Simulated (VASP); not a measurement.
Set up this calculation in VASP 6.6.1, as the native input.

* Task: single point
* Functional: PBE
* Potentials or basis: VASP PAW PBE potentials, release 64 (Sb, Bi_d, O)
* Cutoff: 520 eV
* k mesh: 3 × 3 × 4
* Occupations: gaussian, width 0.1 eV
* Spin: no spin polarisation
* Dipole correction: no
* Further INCAR settings: ALGO = Normal; EDIFF = 1e-07; NBANDS = 30

The structure of BiSb3O2 lies in POSCAR:

```
BiSb3O2
1.0
    6.0483062600      0.0000000000      0.0000000000
   -3.0241531300      5.2379868700      0.0000000000
    0.0000000000      0.0000000000      4.4671677700
Sb Bi O
3 1 2
Direct
    0.0000000000      0.5000000000      0.9950230700
    0.5000000000      0.0000000000      0.9950230700
    0.5000000000      0.5000000000      0.9950230700
    0.0000000000      0.0000000000      0.1926302600
    0.6666666700      0.3333333300      0.4961477200
    0.3333333300      0.6666666700      0.4961477200
```

The cell was built from a structure type or drawn by symmetry, and may not be a known phase.

The input as run:

INCAR

```
SYSTEM = BiSb3O2
PREC = Accurate
ENCUT = 520
EDIFF = 1E-7
ISMEAR = 0
SIGMA = 0.1
LREAL = .FALSE.
LASPH = .TRUE.
NELM = 60
ALGO = Normal
ISIF = 2
LWAVE = .FALSE.
LCHARG = .FALSE.
GGA = PE
NBANDS = 30
```

KPOINTS

```
Automatic mesh
0
G
  3 3 4
  0 0 0
```

Potentials or basis: VASP PAW PBE potentials, release 64 (Sb, Bi_d, O).

Run with:

```sh
$ cat potpaw_PBE.64/Sb/POTCAR potpaw_PBE.64/Bi_d/POTCAR potpaw_PBE.64/O/POTCAR > POTCAR
$ mpirun -np 1 vasp_std > vasp.out
```

It gave:

The pressure is -2.5 GPa, the largest force is 0.892 eV/Å and the band gap on the k mesh is zero (bands 21 and 22 overlap by 0.59 eV).

Caveat: the k points lie up to 0.40 Å⁻¹ apart, too coarse for converged energies and pressures of a metal; spin-orbit coupling is left out, which moves the levels of the heavy elements.

Wall time 41 s on 1 thread of AMD EPYC 9R45 96-Core Processor (Zen 5), with other jobs on the host, peak memory 0.25 GiB.
